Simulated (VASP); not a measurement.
# Cu (Fm-3m) in VASP: notebook

Runs on Cu. Level: PBE. Tasks: single point.

Program: VASP 6.6.1. These are calculated values, not measurements. Logs are shortened: lines on timing, memory, paths and dates and some standing lists are left out, and cuts for length are marked.

## 1. The cell of the first run

The structure is cubic, space group Fm-3m (No. 225). Conventional cell: a = 3.615 Å, b = 3.615 Å, c = 3.615 Å, α = 90.00°, β = 90.00°, γ = 90.00°. Cu (site symmetry m-3m) has 12 Cu at 2.56 Å within 3.4 Å.

## 2. Single point, PBE

File INCAR:

```
PREC     = Accurate       # precision mode
ENCUT    = 520            # plane-wave cutoff, eV
EDIFF    = 1E-6           # SCF threshold, eV
ISMEAR   = 0              # smearing method
SIGMA    = 0.1            # smearing width, eV
LREAL    = F              # projectors in reciprocal space
LASPH    = T              # aspherical terms in the spheres
NELM     = 60             # most SCF steps
ALGO     = Normal         # electronic algorithm
ISIF     = 2              # what is computed and relaxed
LWAVE    = F              # write WAVECAR
LCHARG   = F              # write CHGCAR
GGA      = PE             # functional
NBANDS   = 12             # bands
```

File KPOINTS:

```
Automatic mesh
0
Gamma
  8 8 8
```

File POSCAR:

```
Cu
1.0
    0.0000000000      1.8075000000      1.8075000000
    1.8075000000      0.0000000000      1.8075000000
    1.8075000000      1.8075000000      0.0000000000
Cu
1
Direct
    0.0000000000      0.0000000000      0.0000000000
```

Potentials or basis: VASP PAW PBE potentials, release 64 (Cu).

Command:

```sh
cat potpaw_PBE.64/Cu/POTCAR > POTCAR
mpirun -np 1 vasp_std > vasp.out
```

OUTCAR:

```text
PREC = Accurate
   ENCUT = 520
   EDIFF = 1E-6
   ISMEAR = 0
   LREAL = F
   LASPH = T
   NELM = 60
   ISIF = 2
   GGA = PE

 ion  position               nearest neighbor table
   1  0.000  0.000  0.000-

  LATTYP: Found a face centered cubic cell.
 ALAT       =     3.6150000000

  Lattice vectors:

 A1 = (   0.0000000000,   1.8075000000,   1.8075000000)
 A2 = (   1.8075000000,   0.0000000000,   1.8075000000)
 A3 = (   1.8075000000,   1.8075000000,   0.0000000000)

Analysis of symmetry for initial positions (statically):
=====================================================================
 Subroutine PRICEL returns:
 Original cell was already a primitive cell.

 Routine SETGRP: Setting up the symmetry group for a
 face centered cubic supercell.

 Subroutine GETGRP returns: Found 48 space group operations
 (whereof 48 operations were pure point group operations)
 out of a pool of 48 trial point group operations.

The static configuration has the point symmetry O_h .

Analysis of symmetry for dynamics (positions and initial velocities):
=====================================================================
 Subroutine PRICEL returns:
 Original cell was already a primitive cell.

 Routine SETGRP: Setting up the symmetry group for a
 face centered cubic supercell.

 Subroutine GETGRP returns: Found 48 space group operations
 (whereof 48 operations were pure point group operations)
 out of a pool of 48 trial point group operations.

The dynamic configuration has the point symmetry O_h .

 Subroutine INISYM returns: Found 48 space group operations
 (whereof 48 operations are pure point group operations),
 and found     1 'primitive' translations

----------------------------------------------------------------------------------------

                                     Primitive cell

  volume of cell :      11.8104

  direct lattice vectors                    reciprocal lattice vectors
     0.000000000  1.807500000  1.807500000    -0.276625173  0.276625173  0.276625173
     1.807500000  0.000000000  1.807500000     0.276625173 -0.276625173  0.276625173
     1.807500000  1.807500000  0.000000000     0.276625173  0.276625173 -0.276625173

  length of vectors
     2.556191014  2.556191014  2.556191014     0.479128854  0.479128854  0.479128854

  position of ions in fractional coordinates (direct lattice)
     0.000000000  0.000000000  0.000000000

  ion indices of the primitive-cell ions
   primitive index   ion index
                 1           1

----------------------------------------------------------------------------------------

 KPOINTS: Automatic mesh

Automatic generation of k-mesh.
 Grid dimensions read from file:
 generate k-points for:    8    8    8

 Generating k-lattice:

  Cartesian coordinates                     Fractional coordinates (reciprocal lattice)
    -0.034578147  0.034578147  0.034578147     0.125000000  0.000000000  0.000000000
     0.034578147 -0.034578147  0.034578147     0.000000000  0.125000000  0.000000000
     0.034578147  0.034578147 -0.034578147     0.000000000  0.000000000  0.125000000

  Length of vectors
     0.059891107  0.059891107  0.059891107

  Shift w.r.t. Gamma in fractional coordinates (k-lattice)
     0.000000000  0.000000000  0.000000000

 Subroutine IBZKPT returns following result:
 ===========================================

 Found     29 irreducible k-points:

 Following reciprocal coordinates:
            Coordinates               Weight
  0.000000  0.000000  0.000000      1.000000
  0.125000  0.000000  0.000000      8.000000
  0.250000  0.000000  0.000000      8.000000
  0.375000  0.000000  0.000000      8.000000
  0.500000  0.000000  0.000000      4.000000
  0.125000  0.125000  0.000000      6.000000
[... 16 lines left out ...]
  0.500000  0.250000  0.125000     48.000000
 -0.375000  0.250000  0.125000     24.000000
 [... further k-points ...]
   k-points           NKPTS =     29   k-points in BZ     NKDIM =     29   number of bands    NBANDS=     12
   number of dos      NEDOS =    301   number of ions     NIONS =      1
   total plane-waves  NPLWV =   8000
   dimension x,y,z NGX =    20 NGY =   20 NGZ =   20
   dimension x,y,z NGXF=    40 NGYF=   40 NGZF=   40
   ions per type =               1
   NGX,Y,Z   is equivalent  to a cutoff of  13.01, 13.01, 13.01 a.u.
   NGXF,Y,Z  is equivalent  to a cutoff of  26.01, 26.01, 26.01 a.u.
 SYSTEM =  unknown system
   PREC   = accura    normal or accurate (medium, high low for compatibility)
   ISTART =      0    job   : 0-new  1-cont  2-samecut
   ICHARG =      2    charge: 1-file 2-atom 10-const
   ISPIN  =      1    spin polarized calculation?
   LNONCOLLINEAR =      F non collinear calculations
   LSORBIT =      F    spin-orbit coupling
   LASPH  =      T    aspherical Exc in radial PAW
   ENCUT  =  520.0 eV  38.22 Ry    6.18 a.u.   4.75  4.75  4.75*2*pi/ulx,y,z
   NELM   =     60;   NELMIN=  2; NELMDL= -5     # of ELM steps
   EDIFF  = 0.1E-05   stopping-criterion for ELM
   LREAL  =      F    real-space projection
   EDIFFG = 0.1E-04   stopping-criterion for IOM
   NSW    =      0    number of steps for IOM
   IBRION =     -1    ionic relax: 0-MD 1-quasi-New 2-CG
   NFREE  =      0    steps in history (QN), initial steepest desc. (CG)
   ISIF   =      2    stress and relaxation
   ISYM   =      2    0-nonsym 1-usesym 2-fastsym
   POTIM  = 0.5000    time-step for ionic-motion
   TEBEG  =    0.0;   TEEND  =   0.0 temperature during run
   PSTRESS=    0.0 pullay stress
   NELECT =      11.0000    total number of electrons
   NUPDOWN=      -1.0000    fix difference up-down
   EMIN   =  10.00;   EMAX   =-10.00  energy-range for DOS
   EFERMI =   0.00;   METHOD = LEGACY
   ISMEAR =     0;   SIGMA  =   0.10  broadening in eV -4-tet -1-fermi 0-gaus
   EFERMI_NEDOS =   21; number of points for ismear=-14 and -15
   IALGO  =     38    algorithm
   IMIX   =      4    mixing-type and parameters
     AMIX     =   0.40;   BMIX     =  1.00
     AMIX_MAG =   1.60;   BMIX_MAG =  1.00
  volume/ion in A,a.u.               =      11.81        79.70
  Fermi-wavevector in a.u.,A,eV,Ry     =   1.598763  3.021224 34.777078  2.556043
  Thomas-Fermi vector in A             =   2.696162
   LORBIT       =      0    0 simple, 1 ext, 2 COOP (PROOUT), +10 PAW based schemes
   GGA     = PE    functional components
   LHFCALC =     F    Hartree Fock is set to
   AEXX    =    0.0000 exact exchange contribution
   IVDW    =     0    specifies the selected vdW correction
   LEPSILON=     F    determine dielectric tensor
   LRPA    =     F    only Hartree local field effects (RPA)
 non-spin polarized calculation
 Gauss-broadening in eV      SIGMA  =   0.10
  energy-cutoff  :      520.00
  volume of cell :       11.81
 maximum number of plane-waves:       332
   NGX =  9   NGY =  9   NGZ =  9

 number of electron      11.0000001 magnetization

 Free energy of the ion-electron system (eV)
  ---------------------------------------------------
  ext. energy  EPLUGINS =         0.00000000
  ---------------------------------------------------
  free energy    TOTEN  =        -3.69622650 eV

  energy without entropy =       -3.69312145  energy(sigma->0) =       -3.69467397

 E-fermi :   7.5176     XC(G=0): -12.7245

 val. band max:        7.4434077114   @ k =   0.5000   0.2500   0.1250
 cond. band min:       7.7167507458   @ k =   0.5000   0.1250   0.0000
 fundamental gap:      0.2733430343
 Fermi energy:         7.5176304403

 k-point     1 :       0.0000    0.0000    0.0000
  band No.  band energies     occupation
      1      -1.7648      2.00000
      2       4.5703      2.00000
      3       4.5703      2.00000
      4       4.5703      2.00000
      5       5.3930      2.00000
      6       5.3930      2.00000
      7      30.1805      0.00000
      8      32.8251      0.00000
      9      32.8251      0.00000
     10      32.8251      0.00000
     11      35.3193      0.00000
     12      35.3193      0.00000

 k-point     2 :       0.1250    0.0000    0.0000
  band No.  band energies     occupation
      1      -1.2016      2.00000
      2       4.4604      2.00000
      3       4.6637      2.00000
      4       4.6637      2.00000
      5       5.3640      2.00000
      6       5.3640      2.00000
      7      26.3965      0.00000
      8      30.8067      0.00000
      9      31.6233      0.00000
     10      31.6233      0.00000
     11      37.2204      0.00000
     12      37.2206      0.00000

 k-point     3 :       0.2500    0.0000    0.0000
  band No.  band energies     occupation
      1       0.3577      2.00000
      2       4.3166      2.00000
      3       4.7261      2.00000
      4       4.7261      2.00000
      5       5.4758      2.00000
      6       5.4758      2.00000
      7      20.0350      0.00000
      8      30.0591      0.00000
      9      30.4082      0.00000
     10      30.4082      0.00000
     11      36.0805      0.00000
     12      36.0805      0.00000
[... 286 lines left out ...]
 k-point    23 :       0.5000    0.2500    0.1250
  band No.  band energies     occupation
      1       2.9718      2.00000
      2       3.9850      2.00000
      3       4.2960      2.00000
      4       5.1175      2.00000
      5       5.7308      2.00000
      6       7.4434      1.70613
      7      15.5895      0.00000
      8      21.0495      0.00000
      9      23.9625      0.00000
     10      31.4648      0.00000
     11      35.0054      0.00000
     12      38.7652      0.00000

 k-point    24 :      -0.3750    0.2500    0.1250
  band No.  band energies     occupation
      1       3.2825      2.00000
      2       3.9766      2.00000
      3       4.5029      2.00000
      4       5.0154      2.00000
      5       5.9064      2.00000
      6       9.6954      0.00000
      7      11.8476      0.00000
      8      21.7656      0.00000
      9      22.1651      0.00000
     10      31.1705      0.00000
     11      34.8816      0.00000
     12      42.3386      0.00000

 [... further k-points ...]
[... 5 lines left out ...]
  --------------------------------------------------------------------------------------
  -------------------------------------------------------------------------------------
  Total        0.2333657      0.2333657      0.2333657      0.0000000      0.0000000     -0.0000000
  in kB       31.6579436     31.6579436     31.6579436      0.0000000      0.0000000     -0.0000000
  external PRESSURE =      31.6579436 kB  Pullay stress =       0.0000000 kB

 VOLUME and BASIS-vectors are now :
 -----------------------------------------------------------------------------
  energy-cutoff  :      520.00
  volume of cell :       11.81
      direct lattice vectors                 reciprocal lattice vectors
     0.000000000  1.807500000  1.807500000    -0.276625173  0.276625173  0.276625173
     1.807500000  0.000000000  1.807500000     0.276625173 -0.276625173  0.276625173
     1.807500000  1.807500000  0.000000000     0.276625173  0.276625173 -0.276625173

 POSITION                                       TOTAL-FORCE (eV/Angst)
 -----------------------------------------------------------------------------------
      0.00000      0.00000      0.00000         0.000000      0.000000      0.000000
 -----------------------------------------------------------------------------------
    total drift:                                0.000000     -0.000000      0.000000

  FREE ENERGIE OF THE ION-ELECTRON SYSTEM (eV)
  ---------------------------------------------------
  free  energy   TOTEN  =        -3.6962264956 eV

  energy  without entropy=       -3.6931214507  energy(sigma->0) =       -3.69467397
```

Run time: 4.3 s. Hardware: 1 thread of Intel Xeon Platinum 8488C (Sapphire Rapids), shared host; peak memory 0.12 GiB.

What came out:

* Free energy: -3.6962 eV
* Pressure: 3.2 GPa

Levels at points of the mesh, in eV from the Fermi level:
| k point | band 4 | band 5 | band 6 | band 7 | band 8 | band 9 |
| --- | --- | --- | --- | --- | --- | --- |
| (0.00, 0.00, 0.00) | -2.95 | -2.12 | -2.12 | 22.66 | 25.31 | 25.31 |
| (0.50, 0.00, 0.00) | -1.56 | -1.56 | -0.93 | 3.83 | 21.15 | 22.14 |
| (0.50, 0.50, 0.00) | -1.41 | -1.41 | 1.57 | 7.19 | 13.15 | 13.15 |

Caveat: the k points lie up to 0.38 Å⁻¹ apart.

## 3. Single point, PBE

This run uses another cell than the first one, of 11.96 Å³/atom, 1.012 times its volume.

File INCAR:

```
SYSTEM = Cu
ALGO = Normal
EDIFF = 1E-6
ENCUT = 520
GGA = PE
ISIF = 2
ISMEAR = 0
LASPH = .TRUE.
LCHARG = .FALSE.
LREAL = .FALSE.
LWAVE = .FALSE.
NBANDS = 12
NELM = 60
PREC = Accurate
SIGMA = 0.1
```

File KPOINTS:

```
k-points
0
G
  20 20 20
  0 0 0
```

File POSCAR:

```
Cu
1.0
    0.0000000000      1.8148741282      1.8148741282
    1.8148741282      0.0000000000      1.8148741282
    1.8148741282      1.8148741282      0.0000000000
Cu
1
Direct
    0.0000000000      0.0000000000      0.0000000000
```

Potentials or basis: VASP PAW PBE potentials, release 64 (Cu).

Command:

```sh
cat potpaw_PBE.64/Cu/POTCAR > POTCAR
mpirun -np 1 vasp_std > vasp.out
```

OUTCAR:

```text
SYSTEM = Cu
   EDIFF = 1E-6
   ENCUT = 520
   GGA = PE
   ISIF = 2
   ISMEAR = 0
   LASPH = .TRUE.
   LREAL = .FALSE.
   NELM = 60
   PREC = Accurate

 ion  position               nearest neighbor table
   1  0.000  0.000  0.000-

  LATTYP: Found a face centered cubic cell.
 ALAT       =     3.6297482564

  Lattice vectors:

 A1 = (   0.0000000000,   1.8148741282,   1.8148741282)
 A2 = (   1.8148741282,   0.0000000000,   1.8148741282)
 A3 = (   1.8148741282,   1.8148741282,   0.0000000000)

Analysis of symmetry for initial positions (statically):
=====================================================================
 Subroutine PRICEL returns:
 Original cell was already a primitive cell.

 Routine SETGRP: Setting up the symmetry group for a
 face centered cubic supercell.

 Subroutine GETGRP returns: Found 48 space group operations
 (whereof 48 operations were pure point group operations)
 out of a pool of 48 trial point group operations.

The static configuration has the point symmetry O_h .

Analysis of symmetry for dynamics (positions and initial velocities):
=====================================================================
 Subroutine PRICEL returns:
 Original cell was already a primitive cell.

 Routine SETGRP: Setting up the symmetry group for a
 face centered cubic supercell.

 Subroutine GETGRP returns: Found 48 space group operations
 (whereof 48 operations were pure point group operations)
 out of a pool of 48 trial point group operations.

The dynamic configuration has the point symmetry O_h .

 Subroutine INISYM returns: Found 48 space group operations
 (whereof 48 operations are pure point group operations),
 and found     1 'primitive' translations

----------------------------------------------------------------------------------------

                                     Primitive cell
[... 108 lines left out ...]
     AMIX     =   0.40;   BMIX     =  1.00
     AMIX_MAG =   1.60;   BMIX_MAG =  1.00
  volume/ion in A,a.u.               =      11.96        80.68
  Fermi-wavevector in a.u.,A,eV,Ry     =   1.592267  3.008948 34.495042  2.535314
  Thomas-Fermi vector in A             =   2.690679
   LORBIT       =      0    0 simple, 1 ext, 2 COOP (PROOUT), +10 PAW based schemes
   GGA     = PE    functional components
   LHFCALC =     F    Hartree Fock is set to
   AEXX    =    0.0000 exact exchange contribution
   IVDW    =     0    specifies the selected vdW correction
   LEPSILON=     F    determine dielectric tensor
   LRPA    =     F    only Hartree local field effects (RPA)
 non-spin polarized calculation
 Gauss-broadening in eV      SIGMA  =   0.10
  energy-cutoff  :      520.00
  volume of cell :       11.96
 maximum number of plane-waves:       332
   NGX =  9   NGY =  9   NGZ =  9

 number of electron      10.9999997 magnetization

 Free energy of the ion-electron system (eV)
  ---------------------------------------------------
  ext. energy  EPLUGINS =         0.00000000
  ---------------------------------------------------
  free energy    TOTEN  =        -3.72940231 eV

  energy without entropy =       -3.72806886  energy(sigma->0) =       -3.72873558

 E-fermi :   7.4086     XC(G=0): -12.6549

 val. band max:        7.3897496363   @ k =   0.5000   0.2500   0.1000
 cond. band min:       7.4555076430   @ k =   0.5000   0.3500   0.1500
 fundamental gap:      0.0657580067
 Fermi energy:         7.4085791308

 k-point     1 :       0.0000    0.0000    0.0000
  band No.  band energies     occupation
      1      -1.8234      2.00000
      2       4.4467      2.00000
      3       4.4467      2.00000
      4       4.4467      2.00000
      5       5.2533      2.00000
      6       5.2533      2.00000
      7      29.9313      0.00000
      8      32.4810      0.00000
      9      32.4810      0.00000
     10      32.4810      0.00000
     11      34.9639      0.00000
     12      34.9639      0.00000
[... 331 lines left out ...]
 k-point    24 :      -0.3500    0.0500    0.0000
  band No.  band energies     occupation
      1       1.9656      2.00000
      2       4.4728      2.00000
      3       4.5119      2.00000
      4       4.6479      2.00000
      5       5.5633      2.00000
      6       5.8419      2.00000
      7      14.6445      0.00000
      8      27.0882      0.00000
      9      29.4852      0.00000
     10      30.3949      0.00000
     11      32.7263      0.00000
     12      34.4474      0.00000

 [... further k-points ...]
[... 5 lines left out ...]
  --------------------------------------------------------------------------------------
  -------------------------------------------------------------------------------------
  Total        0.0430157      0.0430157      0.0430157     -0.0000000     -0.0000000      0.0000000
  in kB        5.7645903      5.7645903      5.7645903     -0.0000000     -0.0000000      0.0000000
  external PRESSURE =       5.7645903 kB  Pullay stress =       0.0000000 kB

 VOLUME and BASIS-vectors are now :
 -----------------------------------------------------------------------------
  energy-cutoff  :      520.00
  volume of cell :       11.96
      direct lattice vectors                 reciprocal lattice vectors
     0.000000000  1.814874128  1.814874128    -0.275501200  0.275501200  0.275501200
     1.814874128  0.000000000  1.814874128     0.275501200 -0.275501200  0.275501200
     1.814874128  1.814874128  0.000000000     0.275501200  0.275501200 -0.275501200

 POSITION                                       TOTAL-FORCE (eV/Angst)
 -----------------------------------------------------------------------------------
      0.00000      0.00000      0.00000         0.000000      0.000000      0.000000
 -----------------------------------------------------------------------------------
    total drift:                                0.000000      0.000000      0.000000

  FREE ENERGIE OF THE ION-ELECTRON SYSTEM (eV)
  ---------------------------------------------------
  free  energy   TOTEN  =        -3.7294023056 eV

  energy  without entropy=       -3.7280688618  energy(sigma->0) =       -3.72873558
```

It took 12 s on 1 thread of Intel Xeon 6975P-C (Granite Rapids), shared host; peak memory 0.15 GiB.

Results:

| Property | Result |
| --- | --- |
| Free energy | -3.7294 eV |
| Pressure | 0.6 GPa |

Levels at points of the mesh, in eV from the Fermi level:
| k point | band 4 | band 5 | band 6 | band 7 | band 8 | band 9 |
| --- | --- | --- | --- | --- | --- | --- |
| (0.00, 0.00, 0.00) | -2.96 | -2.16 | -2.16 | 22.52 | 25.07 | 25.07 |
| (0.50, 0.00, 0.00) | -1.60 | -1.60 | -0.94 | 3.72 | 21.02 | 21.91 |
| (0.50, 0.50, 0.00) | -1.46 | -1.46 | 1.53 | 7.06 | 13.01 | 13.01 |
